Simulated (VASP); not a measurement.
# Ti (P6_3/mmc) in VASP: a series of runs

The runs below take Ti through electric field gradients, with PBE.

Everything below comes from runs of VASP 6.6.1. Logs are shortened: lines on timing, memory, paths and dates and some standing lists are left out, and cuts for length are marked.

## 1. The cell of the first run

It takes space group P6_3/mmc (No. 194, hexagonal). Conventional cell: a = 2.950 Å, b = 2.950 Å, c = 4.545 Å, α = 90.00°, β = 90.00°, γ = 120.00°. Within 3.7 Å of Ti (site symmetry -6m2) lie 12 Ti at 2.84 to 2.95 Å.

## 2. Electric field gradients, PBE (zz strain of -3 %)

File INCAR:

```
  PREC = Accurate
  ENCUT = 520
  EDIFF = 1E-8
  ISMEAR = -1
  SIGMA = 0.08
  LREAL = F
  LASPH = T
  NELM = 60
  ALGO = Normal
  ISIF = 2
  LWAVE = F
  LCHARG = F
  GGA = PE
  LEFG = T
  NBANDS = 19
```

File KPOINTS:

```
Automatic mesh
0
Gamma
  13 13 7
```

File POSCAR:

```
Ti
1.0
    2.9499978604      0.0000000000      0.0000000000
   -1.4749989302      2.5547730882      0.0000000000
    0.0000000000      0.0000000000      4.5454200000
Ti
2
Direct
    0.3333333333      0.6666666667      0.2500000000
    0.6666666667      0.3333333333      0.7500000000
```

Potentials or basis: VASP PAW PBE potentials, release 64 (Ti_sv).

Command:

```console
cat potpaw_PBE.64/Ti_sv/POTCAR > POTCAR
mpirun -np 1 vasp_std > vasp.out
```

OUTCAR:

```text
PREC = Accurate
   ENCUT = 520
   EDIFF = 1E-8
   ISMEAR = -1
   LREAL = F
   LASPH = T
   NELM = 60
   ISIF = 2
   GGA = PE

 ion  position               nearest neighbor table
   1  0.333  0.667  0.250-   2 2.84   2 2.84   2 2.84   2 2.84   2 2.84   2 2.84
   2  0.667  0.333  0.750-   1 2.84   1 2.84   1 2.84   1 2.84   1 2.84   1 2.84

  LATTYP: Found a hexagonal cell.
 ALAT       =     2.9499978604
 C/A-ratio  =     1.5408214565

  Lattice vectors:

 A1 = (   2.9499978604,   0.0000000000,   0.0000000000)
 A2 = (  -1.4749989302,   2.5547730882,   0.0000000000)
 A3 = (   0.0000000000,   0.0000000000,   4.5454200000)

Analysis of symmetry for initial positions (statically):
=====================================================================
 Subroutine PRICEL returns:
 Original cell was already a primitive cell.

 Routine SETGRP: Setting up the symmetry group for a
 hexagonal supercell.

 Subroutine GETGRP returns: Found 24 space group operations
 (whereof 12 operations were pure point group operations)
 out of a pool of 24 trial point group operations.

The static configuration has the point symmetry D_3d.
 The point group associated with its full space group is D_6h.

Analysis of symmetry for dynamics (positions and initial velocities):
=====================================================================
 Subroutine PRICEL returns:
 Original cell was already a primitive cell.

 Routine SETGRP: Setting up the symmetry group for a
 hexagonal supercell.

 Subroutine GETGRP returns: Found 24 space group operations
 (whereof 12 operations were pure point group operations)
 out of a pool of 24 trial point group operations.

The dynamic configuration has the point symmetry D_3d.
 The point group associated with its full space group is D_6h.

 Subroutine INISYM returns: Found 24 space group operations
 (whereof 12 operations are pure point group operations),
 and found     1 'primitive' translations

----------------------------------------------------------------------------------------

                                     Primitive cell

  volume of cell :      34.2569

  direct lattice vectors                    reciprocal lattice vectors
     2.949997860  0.000000000  0.000000000     0.338983297  0.195712098  0.000000000
[... 125 lines left out ...]

 Free energy of the ion-electron system (eV)
  ---------------------------------------------------
  ext. energy  EPLUGINS =         0.00000000
  ---------------------------------------------------
  free energy    TOTEN  =       -15.68561480 eV

  energy without entropy =      -15.63807332  energy(sigma->0) =      -15.66184406

 E-fermi :   8.4819     XC(G=0): -11.5621

 val. band max:        8.4698753787   @ k =   0.1538   0.0000   0.0000
 cond. band min:       8.4867634332   @ k =   0.3846   0.2308   0.2857
 fundamental gap:      0.0168880545
 Fermi energy:         8.4818824364

 k-point     1 :       0.0000    0.0000    0.0000
  band No.  band energies     occupation
      1     -48.3592      2.00000
      2     -48.1996      2.00000
      3     -24.9813      2.00000
      4     -24.3140      2.00000
      5     -24.3140      2.00000
      6     -24.2009      2.00000
[... 505 lines left out ...]
      6     -24.3320      2.00000
[... 11 lines left out ...]
     18      10.3390      0.00000
     19      11.8467      0.00000

 [... further k-points ...]

------------------------ aborting loop because EDIFF is reached ----------------------------------------

  FORCE on cell =-STRESS in cart. coord.  units (eV):
  Direction    XX          YY          ZZ          XY          YZ          ZX
  --------------------------------------------------------------------------------------
  -------------------------------------------------------------------------------------
  Total        0.1228210      0.1228210      0.7929929      0.0000000     -0.0000000      0.0000000
  in kB        5.7442722      5.7442722     37.0878625      0.0000000     -0.0000000      0.0000000
  external PRESSURE =      16.1921356 kB  Pullay stress =       0.0000000 kB

 VOLUME and BASIS-vectors are now :
 -----------------------------------------------------------------------------
  energy-cutoff  :      520.00
  volume of cell :       34.26
      direct lattice vectors                 reciprocal lattice vectors
     2.949997860  0.000000000  0.000000000     0.338983297  0.195712098  0.000000000
    -1.474998930  2.554773088  0.000000000     0.000000000  0.391424195  0.000000000
     0.000000000  0.000000000  4.545420000     0.000000000  0.000000000  0.220001672

 POSITION                                       TOTAL-FORCE (eV/Angst)
 -----------------------------------------------------------------------------------
     -0.00000      1.70318      1.13636         0.000000     -0.000000      0.000000
      1.47500      0.85159      3.40907        -0.000000      0.000000      0.000000
 -----------------------------------------------------------------------------------
    total drift:                               -0.000000      0.000000     -0.000000

  FREE ENERGIE OF THE ION-ELECTRON SYSTEM (eV)
  ---------------------------------------------------
  free  energy   TOTEN  =       -15.6856147953 eV

  energy  without entropy=      -15.6380733158  energy(sigma->0) =      -15.66184406

 Electric field gradients (V/A^2)
---------------------------------------------------------------------
 ion       V_xx      V_yy      V_zz      V_xy      V_xz      V_yz
---------------------------------------------------------------------
   1     -11.807   -11.807    23.613    -0.000     0.000    -0.000
   2     -11.807   -11.807    23.613    -0.000    -0.000     0.000
---------------------------------------------------------------------

 Electric field gradients after diagonalization (V/A^2)
 (convention: |V_zz| > |V_xx| > |V_yy|)
----------------------------------------------------------------------
 ion       V_xx      V_yy      V_zz     asymmetry (V_yy - V_xx)/ V_zz
----------------------------------------------------------------------
   1     -11.807   -11.807    23.613       0.000
   2     -11.807   -11.807    23.613       0.000
----------------------------------------------------------------------

           NMR quadrupolar parameters

 Cq : quadrupolar parameter    Cq=e*Q*V_zz/h
 eta: asymmetry parameters     (V_yy - V_xx)/ V_zz
 Q  : nuclear electric quadrupole moment in mb (millibarn)
----------------------------------------------------------------------
 ion       Cq(MHz)       eta       Q (mb)
----------------------------------------------------------------------
   1       0.057       0.000       1.000
   2       0.057       0.000       1.000
----------------------------------------------------------------------
```

OSZICAR:

```text
N       E                     dE             d eps       ncg     rms          rms(c)
DAV:   1     0.265568563260E+03    0.26557E+03   -0.12977E+04  3200   0.158E+03
DAV:   2     0.130116711243E+02   -0.25256E+03   -0.24851E+03  3288   0.446E+02
DAV:   3    -0.163530719212E+02   -0.29365E+02   -0.28962E+02  5881   0.124E+02
DAV:   4    -0.176601887156E+02   -0.13071E+01   -0.13050E+01  3711   0.269E+01
DAV:   5    -0.177183313133E+02   -0.58143E-01   -0.58135E-01  4692   0.418E+00    0.120E+01
DAV:   6    -0.156782012450E+02    0.20401E+01   -0.74190E+00  3727   0.274E+01    0.304E+00
DAV:   7    -0.156652070048E+02    0.12994E-01   -0.69866E-01  4802   0.612E+00    0.208E+00
DAV:   8    -0.156935341816E+02   -0.28327E-01   -0.20804E-01  3467   0.522E+00    0.741E-01
DAV:   9    -0.156851627837E+02    0.83714E-02   -0.45472E-02  3578   0.221E+00    0.695E-02
DAV:  10    -0.156855964996E+02   -0.43372E-03   -0.34435E-03  4598   0.344E-01    0.797E-02
DAV:  11    -0.156856266635E+02   -0.30164E-04   -0.11445E-04  4038   0.741E-02    0.404E-02
DAV:  12    -0.156856135820E+02    0.13081E-04   -0.41379E-05  3590   0.580E-02    0.293E-03
DAV:  13    -0.156856137771E+02   -0.19507E-06   -0.12807E-06  4157   0.983E-03    0.151E-03
DAV:  14    -0.156856145855E+02   -0.80842E-06   -0.14998E-07  3371   0.293E-03    0.541E-04
DAV:  15    -0.156856148417E+02   -0.25621E-06   -0.36573E-08  3713   0.958E-04    0.142E-04
DAV:  16    -0.156856147937E+02    0.48039E-07   -0.76356E-10  1755   0.257E-04    0.116E-04
DAV:  17    -0.156856147953E+02   -0.15880E-08   -0.77402E-10  1710   0.243E-04
   1 F= -.15685615E+02 E0= -.15661844E+02  d E =-.475415E-01
```

stdout:

```text
POSCAR found type information on POSCAR Ti
 POSCAR found :  1 types and       2 ions
 scaLAPACK will be used
 LDA part: xc-table for (Slater+PW92), standard interpolation
 POSCAR, INCAR and KPOINTS ok, starting setup
 FFT: planning ... GRIDC
 FFT: planning ... GRID_SOFT
 FFT: planning ... GRID
 WAVECAR not read
 entering main loop
ion   1

ion   2
```

Wall time 1.9 min (1 thread of Intel Xeon 8259CL, shared host); peak memory 0.18 GiB.

What came out:

- Free energy: -15.6856 eV
- Pressure: 1.6 GPa
- Band gap on the k mesh: zero (bands 12 and 13 overlap by 1.10 eV)
- Largest electric field gradient by atom: Ti +23.6 V/Å²

Electric field gradients, principal values (V/Å²):
| atom | least | middle | greatest (by size) |
| --- | --- | --- | --- |
| 1 Ti | -11.807 | -11.807 | 23.613 |
| 2 Ti | -11.807 | -11.807 | 23.613 |

Caveat: the cell differs from its parent crystal (zz strain of -3 %); without QUAD_EFG the Cq values of the log hold for a quadrupole moment of 1 mb, not for the nuclei.

## 3. Electric field gradients, PBE (zz strain of -3 %)

File INCAR:

```
SYSTEM = Ti
PREC = Accurate ; ENCUT = 520
EDIFF = 1E-8 ; ISMEAR = -1
SIGMA = 0.08 ; LREAL = .FALSE.
LASPH = .TRUE. ; NELM = 100
ALGO = Normal ; ISIF = 2
LWAVE = .FALSE. ; LCHARG = .FALSE.
GGA = PE ; LEFG = .TRUE.
NBANDS = 19
```

File KPOINTS:

```
Automatic mesh
0
G
  13 13 7
  0 0 0
```

POSCAR is that of step 2.

Potentials or basis: VASP PAW PBE potentials, release 64 (Ti_sv).

Command:

```console
cat potpaw_PBE.64/Ti_sv/POTCAR > POTCAR
mpirun -np 1 vasp_std > vasp.out
```

OUTCAR:

```text
SYSTEM = Ti
   PREC = Accurate
   ENCUT = 520
   EDIFF = 1E-8
   ISMEAR = -1
   LREAL = .FALSE.
   LASPH = .TRUE.
   NELM = 100
   ISIF = 2
   GGA = PE

 ion  position               nearest neighbor table
   1  0.333  0.667  0.250-   2 2.84   2 2.84   2 2.84   2 2.84   2 2.84   2 2.84
   2  0.667  0.333  0.750-   1 2.84   1 2.84   1 2.84   1 2.84   1 2.84   1 2.84

  LATTYP: Found a hexagonal cell.
 ALAT       =     2.9499978604
 C/A-ratio  =     1.5408214565

  Lattice vectors:

 A1 = (   2.9499978604,   0.0000000000,   0.0000000000)
 A2 = (  -1.4749989302,   2.5547730882,   0.0000000000)
 A3 = (   0.0000000000,   0.0000000000,   4.5454200000)

Analysis of symmetry for initial positions (statically):
=====================================================================
 Subroutine PRICEL returns:
 Original cell was already a primitive cell.

 Routine SETGRP: Setting up the symmetry group for a
 hexagonal supercell.

 Subroutine GETGRP returns: Found 24 space group operations
 (whereof 12 operations were pure point group operations)
 out of a pool of 24 trial point group operations.

The static configuration has the point symmetry D_3d.
 The point group associated with its full space group is D_6h.

Analysis of symmetry for dynamics (positions and initial velocities):
=====================================================================
 Subroutine PRICEL returns:
 Original cell was already a primitive cell.

 Routine SETGRP: Setting up the symmetry group for a
 hexagonal supercell.

 Subroutine GETGRP returns: Found 24 space group operations
 (whereof 12 operations were pure point group operations)
[... 159 lines left out ...]
  band No.  band energies     occupation
      1     -48.3592      2.00000
      2     -48.1996      2.00000
      3     -24.9813      2.00000
      4     -24.3140      2.00000
      5     -24.3140      2.00000
      6     -24.2009      2.00000
[... 505 lines left out ...]
      6     -24.3320      2.00000
[... 11 lines left out ...]
     18      10.3390      0.00000
     19      11.8467      0.00000

 [... further k-points ...]

------------------------ aborting loop because EDIFF is reached ----------------------------------------

  FORCE on cell =-STRESS in cart. coord.  units (eV):
  Direction    XX          YY          ZZ          XY          YZ          ZX
  --------------------------------------------------------------------------------------
  -------------------------------------------------------------------------------------
  Total        0.1228210      0.1228210      0.7929929      0.0000000     -0.0000000      0.0000000
  in kB        5.7442722      5.7442722     37.0878625      0.0000000     -0.0000000      0.0000000
  external PRESSURE =      16.1921356 kB  Pullay stress =       0.0000000 kB

 VOLUME and BASIS-vectors are now :
 -----------------------------------------------------------------------------
  energy-cutoff  :      520.00
  volume of cell :       34.26
      direct lattice vectors                 reciprocal lattice vectors
     2.949997860  0.000000000  0.000000000     0.338983297  0.195712098  0.000000000
    -1.474998930  2.554773088  0.000000000     0.000000000  0.391424195  0.000000000
     0.000000000  0.000000000  4.545420000     0.000000000  0.000000000  0.220001672

 POSITION                                       TOTAL-FORCE (eV/Angst)
 -----------------------------------------------------------------------------------
     -0.00000      1.70318      1.13636         0.000000     -0.000000      0.000000
      1.47500      0.85159      3.40907        -0.000000      0.000000      0.000000
 -----------------------------------------------------------------------------------
    total drift:                               -0.000000      0.000000     -0.000000

  FREE ENERGIE OF THE ION-ELECTRON SYSTEM (eV)
  ---------------------------------------------------
  free  energy   TOTEN  =       -15.6856147953 eV

  energy  without entropy=      -15.6380733158  energy(sigma->0) =      -15.66184406

 Electric field gradients (V/A^2)
---------------------------------------------------------------------
 ion       V_xx      V_yy      V_zz      V_xy      V_xz      V_yz
---------------------------------------------------------------------
   1     -11.807   -11.807    23.613    -0.000     0.000    -0.000
   2     -11.807   -11.807    23.613    -0.000    -0.000     0.000
---------------------------------------------------------------------

 Electric field gradients after diagonalization (V/A^2)
 (convention: |V_zz| > |V_xx| > |V_yy|)
----------------------------------------------------------------------
 ion       V_xx      V_yy      V_zz     asymmetry (V_yy - V_xx)/ V_zz
----------------------------------------------------------------------
   1     -11.807   -11.807    23.613       0.000
   2     -11.807   -11.807    23.613       0.000
----------------------------------------------------------------------

           NMR quadrupolar parameters

 Cq : quadrupolar parameter    Cq=e*Q*V_zz/h
 eta: asymmetry parameters     (V_yy - V_xx)/ V_zz
 Q  : nuclear electric quadrupole moment in mb (millibarn)
----------------------------------------------------------------------
 ion       Cq(MHz)       eta       Q (mb)
----------------------------------------------------------------------
   1       0.057       0.000       1.000
   2       0.057       0.000       1.000
----------------------------------------------------------------------
```

Run time: 86 s. Hardware: 1 thread of Intel Xeon 8259CL, shared host; peak memory 0.18 GiB.

Results:

```
Free energy                             : -15.6856 eV
Pressure                                : 1.6 GPa
Band gap on the k mesh                  : zero (bands 12 and 13 overlap by 1.10 eV)
Largest electric field gradient by atom : Ti +23.6 V/Å²
```

Levels at points of the mesh, in eV from the Fermi level:
```csv
k point,band 9,band 10,band 11,band 12,band 13,band 14,band 15,band 16
"(0.00, 0.00, 0.00)",-6.24,-2.71,0.75,0.75,1.08,1.08,1.31,1.31
```

Electric field gradients, principal values (V/Å²):
| atom | least | middle | greatest (by size) |
| --- | --- | --- | --- |
| 1 Ti | -11.807 | -11.807 | 23.613 |
| 2 Ti | -11.807 | -11.807 | 23.613 |

Caveat: the cell differs from its parent crystal (zz strain of -3 %); without QUAD_EFG the Cq values of the log hold for a quadrupole moment of 1 mb, not for the nuclei.

(Part 1 of 3 ends here.)
